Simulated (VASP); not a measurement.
# TaSn (P4/mmm) in VASP: a series of runs

The runs below take TaSn through single point, with r2SCAN.

All numbers are computed with VASP 6.6.1; they aren't measurements. Logs are shortened: lines on timing, memory, paths and dates and some standing lists are left out, and cuts for length are marked.

## Step 1: The cell of the first run

The structure is tetragonal, space group P4/mmm (No. 123). Conventional cell: a = 3.199 Å, b = 3.199 Å, c = 3.834 Å, α = 90.00°, β = 90.00°, γ = 90.00°. Ta (site symmetry 4/mmm) has 8 Sn at 2.97 Å and 6 Ta at 3.20 to 3.83 Å within 3.9 Å. Within 3.9 Å of Sn (site symmetry 4/mmm) lie 8 Ta at 2.97 Å and 6 Sn at 3.20 to 3.83 Å.

## Step 2: Single point, r2SCAN

The input, POSCAR:

```
TaSn
1.0
    3.1989219092      0.0000000000      0.0000000000
    0.0000000000      3.1989219092      0.0000000000
    0.0000000000      0.0000000000      3.8340508797
Ta Sn
1 1
Direct
    0.5000000000      0.5000000000      0.5000000000
    0.0000000000      0.0000000000      0.0000000000
```

The input, INCAR.step1:

```
ALGO = Normal
EDIFF = 1E-4
ENCUT = 520
GGA = PE
ISMEAR = 0
LASPH = True
LCHARG = False
LREAL = False
LWAVE = True
NBANDS = 20
NELM = 60
PREC = Accurate
SIGMA = 0.1
```

The input, INCAR.step2:

```
ALGO = Normal
EDIFF = 1E-7
ENCUT = 520
ISIF = 2
ISMEAR = 0
ISTART = 1
LASPH = True
LCHARG = False
LMIXTAU = True
LREAL = False
LWAVE = False
METAGGA = R2SCAN
NBANDS = 20
NELM = 60
PREC = Accurate
SIGMA = 0.1
```

The input, KPOINTS:

```
k-points
0
Gamma
  6 6 4
```

Potentials or basis: VASP PAW PBE potentials, release 64 (Ta_pv, Sn_d).

Run with:

```sh
cat potpaw_PBE.64/Ta_pv/POTCAR potpaw_PBE.64/Sn_d/POTCAR > POTCAR
cp INCAR.step1 INCAR
mpirun -np 1 vasp_std > vasp.out
cp INCAR.step2 INCAR
mpirun -np 1 vasp_std > vasp.out
```

OUTCAR:

```text
EDIFF = 1E-7
   ENCUT = 520
   ISIF = 2
   ISMEAR = 0
   ISTART = 1
   LASPH = True
   LREAL = False
   METAGGA = R2SCAN
   NELM = 60
   PREC = Accurate

 ion  position               nearest neighbor table
   1  0.500  0.500  0.500-   2 2.97   2 2.97   2 2.97   2 2.97   2 2.97   2 2.97   2 2.97   2 2.97

   2  0.000  0.000  0.000-   1 2.97   1 2.97   1 2.97   1 2.97   1 2.97   1 2.97   1 2.97   1 2.97

  LATTYP: Found a simple tetragonal cell.
 ALAT       =     3.1989219092
 C/A-ratio  =     1.1985446937

  Lattice vectors:

 A1 = (   3.1989219092,   0.0000000000,   0.0000000000)
 A2 = (   0.0000000000,   3.1989219092,   0.0000000000)
 A3 = (   0.0000000000,   0.0000000000,   3.8340508797)

Analysis of symmetry for initial positions (statically):
=====================================================================
 Subroutine PRICEL returns:
 Original cell was already a primitive cell.

 Routine SETGRP: Setting up the symmetry group for a
 simple tetragonal supercell.

 Subroutine GETGRP returns: Found 16 space group operations
 (whereof 16 operations were pure point group operations)
 out of a pool of 16 trial point group operations.

The static configuration has the point symmetry D_4h.

Analysis of symmetry for dynamics (positions and initial velocities):
=====================================================================
 Subroutine PRICEL returns:
 Original cell was already a primitive cell.

 Routine SETGRP: Setting up the symmetry group for a
 simple tetragonal supercell.

 Subroutine GETGRP returns: Found 16 space group operations
 (whereof 16 operations were pure point group operations)
 out of a pool of 16 trial point group operations.

The dynamic configuration has the point symmetry D_4h.

 Subroutine INISYM returns: Found 16 space group operations
 (whereof 16 operations are pure point group operations),
 and found     1 'primitive' translations

----------------------------------------------------------------------------------------

                                     Primitive cell

  volume of cell :      39.2342

  direct lattice vectors                    reciprocal lattice vectors
     3.198921909  0.000000000  0.000000000     0.312605318  0.000000000  0.000000000
     0.000000000  3.198921909  0.000000000     0.000000000  0.312605318  0.000000000
     0.000000000  0.000000000  3.834050880     0.000000000  0.000000000  0.260820743

  length of vectors
[... 73 lines left out ...]
   PREC   = accura    normal or accurate (medium, high low for compatibility)
   ISTART =      1    job   : 0-new  1-cont  2-samecut
   ICHARG =      0    charge: 1-file 2-atom 10-const
   ISPIN  =      1    spin polarized calculation?
   LNONCOLLINEAR =      F non collinear calculations
   LSORBIT =      F    spin-orbit coupling
   LASPH  =      T    aspherical Exc in radial PAW
   ENCUT  =  520.0 eV  38.22 Ry    6.18 a.u.   5.95  5.95  7.13*2*pi/ulx,y,z
   NELM   =     60;   NELMIN=  2; NELMDL=  0     # of ELM steps
   EDIFF  = 0.1E-06   stopping-criterion for ELM
   LREAL  =      F    real-space projection
   EDIFFG = 0.1E-05   stopping-criterion for IOM
   NSW    =      0    number of steps for IOM
   IBRION =     -1    ionic relax: 0-MD 1-quasi-New 2-CG
   NFREE  =      0    steps in history (QN), initial steepest desc. (CG)
   ISIF   =      2    stress and relaxation
   ISYM   =      2    0-nonsym 1-usesym 2-fastsym
   POTIM  = 0.5000    time-step for ionic-motion
   TEBEG  =    0.0;   TEEND  =   0.0 temperature during run
   PSTRESS=    0.0 pullay stress
   NELECT =      25.0000    total number of electrons
   NUPDOWN=      -1.0000    fix difference up-down
   EMIN   =  10.00;   EMAX   =-10.00  energy-range for DOS
   EFERMI =   0.00;   METHOD = LEGACY
   ISMEAR =     0;   SIGMA  =   0.10  broadening in eV -4-tet -1-fermi 0-gaus
   EFERMI_NEDOS =   21; number of points for ismear=-14 and -15
   IALGO  =     38    algorithm
   IMIX   =      4    mixing-type and parameters
     AMIX     =   0.40;   BMIX     =  1.00
     AMIX_MAG =   1.60;   BMIX_MAG =  1.00
  volume/ion in A,a.u.               =      19.62       132.38
  Fermi-wavevector in a.u.,A,eV,Ry     =   1.408747  2.662147 27.001702  1.984569
  Thomas-Fermi vector in A             =   2.530874
   LORBIT       =      0    0 simple, 1 ext, 2 COOP (PROOUT), +10 PAW based schemes
   METAGGA = R2SCAN    functional components
   LHFCALC =     F    Hartree Fock is set to
   AEXX    =    0.0000 exact exchange contribution
   IVDW    =     0    specifies the selected vdW correction
   LEPSILON=     F    determine dielectric tensor
   LRPA    =     F    only Hartree local field effects (RPA)
 non-spin polarized calculation
 Gauss-broadening in eV      SIGMA  =   0.10
  energy-cutoff  :      520.00
  volume of cell :       39.23
 maximum number of plane-waves:      1072
 NGX is ok and might be reduce to    24
   NGX = 11   NGY = 11   NGZ = 15

 number of electron      25.0000006 magnetization

 Free energy of the ion-electron system (eV)
  ---------------------------------------------------
  ext. energy  EPLUGINS =         0.00000000
  ---------------------------------------------------
  free energy    TOTEN  =       -72.57550194 eV

  energy without entropy =      -72.57013934  energy(sigma->0) =      -72.57282064

 E-fermi :   9.1228     XC(G=0): -13.2247

 val. band max:        9.0466595412   @ k =   0.1667   0.0000   0.5000
 cond. band min:       9.1249798609   @ k =   0.5000   0.3333   0.2500
 fundamental gap:      0.0783203197
 Fermi energy:         9.1227882178

 k-point     1 :       0.0000    0.0000    0.0000
  band No.  band energies     occupation
      1     -27.1353      2.00000
      2     -26.9153      2.00000
      3     -26.9153      2.00000
      4     -13.2184      2.00000
      5     -13.0663      2.00000
      6     -12.9698      2.00000
[... 541 lines left out ...]
     19      19.3833      0.00000
     20      19.8585      0.00000

 [... further k-points ...]
[... 5 lines left out ...]
  --------------------------------------------------------------------------------------
  -------------------------------------------------------------------------------------
  Total        0.0686602      0.0686602      0.0363162      0.0000000      0.0000000     -0.0000000
  in kB        2.8038213      2.8038213      1.4830154      0.0000000      0.0000000     -0.0000000
  external PRESSURE =       2.3635527 kB  Pullay stress =       0.0000000 kB

 VOLUME and BASIS-vectors are now :
 -----------------------------------------------------------------------------
  energy-cutoff  :      520.00
  volume of cell :       39.23
      direct lattice vectors                 reciprocal lattice vectors
     3.198921909  0.000000000  0.000000000     0.312605318  0.000000000  0.000000000
     0.000000000  3.198921909  0.000000000     0.000000000  0.312605318  0.000000000
     0.000000000  0.000000000  3.834050880     0.000000000  0.000000000  0.260820743

 POSITION                                       TOTAL-FORCE (eV/Angst)
 -----------------------------------------------------------------------------------
      1.59946      1.59946      1.91703         0.000000      0.000000      0.000000
      0.00000      0.00000      0.00000         0.000000      0.000000      0.000000
 -----------------------------------------------------------------------------------
    total drift:                                0.000000      0.000000     -0.000000

  FREE ENERGIE OF THE ION-ELECTRON SYSTEM (eV)
  ---------------------------------------------------
  free  energy   TOTEN  =       -72.5755019394 eV

  energy  without entropy=      -72.5701393446  energy(sigma->0) =      -72.57282064
```

OSZICAR.step1:

```text
N       E                     dE             d eps       ncg     rms          rms(c)
DAV:   1     0.203433794547E+03    0.20343E+03   -0.13056E+04  1244   0.176E+03
DAV:   2    -0.105254991298E+01   -0.20449E+03   -0.19966E+03  1236   0.440E+02
DAV:   3    -0.152846693945E+02   -0.14232E+02   -0.14005E+02  1428   0.101E+02
DAV:   4    -0.156746408962E+02   -0.38997E+00   -0.38909E+00  1388   0.162E+01
DAV:   5    -0.156849797541E+02   -0.10339E-01   -0.10338E-01  1520   0.288E+00    0.116E+01
DAV:   6    -0.150395732748E+02    0.64541E+00   -0.13276E+00  1304   0.715E+00    0.465E+00
DAV:   7    -0.149784838845E+02    0.61089E-01   -0.14637E-01  1488   0.399E+00    0.180E+00
DAV:   8    -0.149704459129E+02    0.80380E-02   -0.22734E-02  1568   0.162E+00    0.177E-01
DAV:   9    -0.149698084535E+02    0.63746E-03   -0.46403E-03  1548   0.782E-01    0.994E-02
DAV:  10    -0.149697169504E+02    0.91503E-04   -0.57658E-04  1228   0.179E-01
   1 F= -.14969717E+02 E0= -.14967079E+02  d E =-.527540E-02
```

It took 43 s on 1 thread of AMD EPYC 9R45 (Zen 5), shared host; peak memory 0.14 GiB.

Results:

```
Free energy            : -72.5755 eV
Pressure               : 0.2 GPa
Band gap on the k mesh : zero (an odd number of electrons rules out a gap without spin polarisation)
```

Stress tensor (GPa, compression positive):
```
0.28 0.00 0.00
0.00 0.28 0.00
0.00 0.00 0.15
```

Caveat: the k points lie up to 0.41 Å⁻¹ apart, too coarse for converged energies and pressures of a metal; the PAW data sets were made with another functional, which shifts forces and pressure a little; spin-orbit coupling is left out, which moves the levels of the heavy elements.

## Step 3: Single point, r2SCAN

This run uses another cell than the first one, of 22.19 Å³/atom.

The input, POSCAR:

```
TaSn
1.0
    3.2350156137      0.0000000000      0.0000000000
    0.0000000000      3.2350156137      0.0000000000
    0.0000000000      0.0000000000      4.2401811794
Ta Sn
1 1
Direct
    0.5000000000      0.5000000000      0.5000000000
    0.0000000000      0.0000000000      0.0000000000
```

The input, INCAR.step1:

```
ALGO = Normal
EDIFF = 1E-4
ENCUT = 520
GGA = PE
ISMEAR = 0
LASPH = T
LCHARG = F
LREAL = F
LWAVE = T
NBANDS = 20
NELM = 80
PREC = Accurate
SIGMA = 0.1
```

The input, INCAR.step2:

```
ALGO = Normal
EDIFF = 1E-7
ENCUT = 520
ISIF = 2
ISMEAR = 0
ISTART = 1
LASPH = T
LCHARG = F
LMIXTAU = T
LREAL = F
LWAVE = F
METAGGA = R2SCAN
NBANDS = 20
NELM = 80
PREC = Accurate
SIGMA = 0.1
```

KPOINTS is that of step 2.

Potentials or basis: VASP PAW PBE potentials, release 64 (Ta_pv, Sn_d).

Run with:

```sh
cat potpaw_PBE.64/Ta_pv/POTCAR potpaw_PBE.64/Sn_d/POTCAR > POTCAR
cp INCAR.step1 INCAR
mpirun -np 1 vasp_std > vasp.out
cp INCAR.step2 INCAR
mpirun -np 1 vasp_std > vasp.out
```

OUTCAR:

```text
EDIFF = 1E-7
   ENCUT = 520
   ISIF = 2
   ISMEAR = 0
   ISTART = 1
   LASPH = T
   LREAL = F
   METAGGA = R2SCAN
   NELM = 80
   PREC = Accurate

 ion  position               nearest neighbor table
   1  0.500  0.500  0.500-   2 3.12   2 3.12   2 3.12   2 3.12   2 3.12   2 3.12   2 3.12   2 3.12

   2  0.000  0.000  0.000-   1 3.12   1 3.12   1 3.12   1 3.12   1 3.12   1 3.12   1 3.12   1 3.12

  LATTYP: Found a simple tetragonal cell.
 ALAT       =     3.2350156137
 C/A-ratio  =     1.3107142857

  Lattice vectors:

 A1 = (   3.2350156137,   0.0000000000,   0.0000000000)
 A2 = (   0.0000000000,   3.2350156137,   0.0000000000)
 A3 = (   0.0000000000,   0.0000000000,   4.2401811794)

Analysis of symmetry for initial positions (statically):
=====================================================================
 Subroutine PRICEL returns:
 Original cell was already a primitive cell.

 Routine SETGRP: Setting up the symmetry group for a
 simple tetragonal supercell.

 Subroutine GETGRP returns: Found 16 space group operations
 (whereof 16 operations were pure point group operations)
 out of a pool of 16 trial point group operations.

The static configuration has the point symmetry D_4h.

Analysis of symmetry for dynamics (positions and initial velocities):
=====================================================================
 Subroutine PRICEL returns:
 Original cell was already a primitive cell.

 Routine SETGRP: Setting up the symmetry group for a
 simple tetragonal supercell.

 Subroutine GETGRP returns: Found 16 space group operations
 (whereof 16 operations were pure point group operations)
 out of a pool of 16 trial point group operations.

The dynamic configuration has the point symmetry D_4h.

[... 103 lines left out ...]
   NFREE  =      0    steps in history (QN), initial steepest desc. (CG)
   ISIF   =      2    stress and relaxation
   ISYM   =      2    0-nonsym 1-usesym 2-fastsym
   POTIM  = 0.5000    time-step for ionic-motion
   TEBEG  =    0.0;   TEEND  =   0.0 temperature during run
   PSTRESS=    0.0 pullay stress
   NELECT =      25.0000    total number of electrons
   NUPDOWN=      -1.0000    fix difference up-down
   EMIN   =  10.00;   EMAX   =-10.00  energy-range for DOS
   EFERMI =   0.00;   METHOD = LEGACY
   ISMEAR =     0;   SIGMA  =   0.10  broadening in eV -4-tet -1-fermi 0-gaus
   EFERMI_NEDOS =   21; number of points for ismear=-14 and -15
   IALGO  =     38    algorithm
   IMIX   =      4    mixing-type and parameters
     AMIX     =   0.40;   BMIX     =  1.00
     AMIX_MAG =   1.60;   BMIX_MAG =  1.00
  volume/ion in A,a.u.               =      22.19       149.73
  Fermi-wavevector in a.u.,A,eV,Ry     =   1.352101  2.555100 24.873857  1.828177
  Thomas-Fermi vector in A             =   2.479468
   LORBIT       =      0    0 simple, 1 ext, 2 COOP (PROOUT), +10 PAW based schemes
   METAGGA = R2SCAN    functional components
   LHFCALC =     F    Hartree Fock is set to
   AEXX    =    0.0000 exact exchange contribution
   IVDW    =     0    specifies the selected vdW correction
   LEPSILON=     F    determine dielectric tensor
   LRPA    =     F    only Hartree local field effects (RPA)
 non-spin polarized calculation
 Gauss-broadening in eV      SIGMA  =   0.10
  energy-cutoff  :      520.00
  volume of cell :       44.37
 maximum number of plane-waves:      1216
   NGX = 13   NGY = 13   NGZ = 15

 number of electron      25.0000011 magnetization

 Free energy of the ion-electron system (eV)
  ---------------------------------------------------
  ext. energy  EPLUGINS =         0.00000000
  ---------------------------------------------------
  free energy    TOTEN  =       -72.32418566 eV

  energy without entropy =      -72.31117248  energy(sigma->0) =      -72.31767907

 E-fermi :   7.8480     XC(G=0): -12.5242

 val. band max:        7.8300087788   @ k =   0.3333   0.3333   0.0000
 cond. band min:       7.8585518117   @ k =   0.0000   0.0000   0.5000
 fundamental gap:      0.0285430329
 Fermi energy:         7.8479586272

 k-point     1 :       0.0000    0.0000    0.0000
  band No.  band energies     occupation
      1     -28.8529      2.00000
      2     -28.5688      2.00000
      3     -28.5688      2.00000
      4     -14.5273      2.00000
      5     -14.3419      2.00000
      6     -14.2818      2.00000
[... 541 lines left out ...]
     19      17.9653      0.00000
     20      18.1426      0.00000

 [... further k-points ...]
[... 5 lines left out ...]
  --------------------------------------------------------------------------------------
  -------------------------------------------------------------------------------------
  Total       -3.2716165     -3.2716165     -4.0408651      0.0000000      0.0000000      0.0000000
  in kB     -118.1233595   -118.1233595   -145.8974694      0.0000000      0.0000000      0.0000000
  external PRESSURE =    -127.3813961 kB  Pullay stress =       0.0000000 kB

 VOLUME and BASIS-vectors are now :
 -----------------------------------------------------------------------------
  energy-cutoff  :      520.00
  volume of cell :       44.37
      direct lattice vectors                 reciprocal lattice vectors
     3.235015614  0.000000000  0.000000000     0.309117519  0.000000000  0.000000000
     0.000000000  3.235015614  0.000000000     0.000000000  0.309117519  0.000000000
     0.000000000  0.000000000  4.240181179     0.000000000  0.000000000  0.235838979

 POSITION                                       TOTAL-FORCE (eV/Angst)
 -----------------------------------------------------------------------------------
      1.61751      1.61751      2.12009         0.000000      0.000000      0.000000
      0.00000      0.00000      0.00000         0.000000      0.000000      0.000000
 -----------------------------------------------------------------------------------
    total drift:                                0.000000      0.000000     -0.000000

  FREE ENERGIE OF THE ION-ELECTRON SYSTEM (eV)
  ---------------------------------------------------
  free  energy   TOTEN  =       -72.3241856591 eV

  energy  without entropy=      -72.3111724805  energy(sigma->0) =      -72.31767907
```

OUTCAR.step1:

```text
EDIFF = 1E-4
   ENCUT = 520
   GGA = PE
   ISMEAR = 0
   LASPH = T
[... 774 lines left out ...]
 -----------------------------------------------------------------------------------
      1.61751      1.61751      2.12009         0.000000      0.000000      0.000000
      0.00000      0.00000      0.00000         0.000000      0.000000      0.000000
 -----------------------------------------------------------------------------------
    total drift:                                0.000000      0.000000     -0.000000

  FREE ENERGIE OF THE ION-ELECTRON SYSTEM (eV)
  ---------------------------------------------------
  free  energy   TOTEN  =       -14.7960822889 eV

  energy  without entropy=      -14.7874800639  energy(sigma->0) =      -14.79178118
```

OSZICAR.step1:

```text
N       E                     dE             d eps       ncg     rms          rms(c)
DAV:   1     0.198774720702E+03    0.19877E+03   -0.12940E+04  1232   0.168E+03
DAV:   2    -0.140045851885E+01   -0.20018E+03   -0.19559E+03  1236   0.430E+02
DAV:   3    -0.152375246953E+02   -0.13837E+02   -0.13550E+02  1432   0.986E+01
DAV:   4    -0.156272015740E+02   -0.38968E+00   -0.38913E+00  1376   0.165E+01
DAV:   5    -0.156383547444E+02   -0.11153E-01   -0.11153E-01  1532   0.293E+00    0.929E+00
DAV:   6    -0.148732301238E+02    0.76512E+00   -0.18330E+00  1300   0.746E+00    0.339E+00
DAV:   7    -0.148049761095E+02    0.68254E-01   -0.18464E-01  1392   0.381E+00    0.140E+00
DAV:   8    -0.147965899288E+02    0.83862E-02   -0.27585E-02  1576   0.146E+00    0.280E-01
DAV:   9    -0.147961024633E+02    0.48747E-03   -0.29360E-03  1508   0.530E-01    0.825E-02
DAV:  10    -0.147960822889E+02    0.20174E-04   -0.37718E-04  1104   0.139E-01
   1 F= -.14796082E+02 E0= -.14791781E+02  d E =-.860223E-02
```

It took 42 s on 1 thread of AMD EPYC 9R45 (Zen 5), shared host; peak memory 0.14 GiB.

Results:

```yaml
Free_energy: -72.3242 eV
Pressure: -12.7 GPa
Band_gap_on_the_k_mesh: zero (an odd number of electrons rules out a gap without spin polarisation)
```

Levels at points of the mesh, in eV from the Fermi level:
```
           k point  band 9  band 10  band 11  band 12  band 13  band 14  band 15  band 16
(0.00, 0.00, 0.00)  -11.68    -3.05    -2.37    -1.79     1.43     1.43     2.83     3.87
(0.50, 0.00, 0.00)   -8.07    -6.78    -3.26    -1.85     0.31     1.67     4.03     4.08
(0.50, 0.50, 0.00)   -6.38    -3.09    -3.09    -1.80    -0.96    -0.96     1.59     2.79
(0.00, 0.00, 0.50)  -10.08    -7.46    -2.29    -0.03     0.01     0.01     2.82     7.44
(0.50, 0.00, 0.50)   -8.22    -4.64    -3.24    -3.23     0.78     0.88     1.37     2.77
(0.50, 0.50, 0.50)   -4.51    -4.51    -4.25    -4.17     1.14     2.21     2.64     2.64
```

Caveat: the k points lie up to 0.37 Å⁻¹ apart, too coarse for converged energies and pressures of a metal; the PAW data sets were made with another functional, which shifts forces and pressure a little; spin-orbit coupling is left out, which moves the levels of the heavy elements.
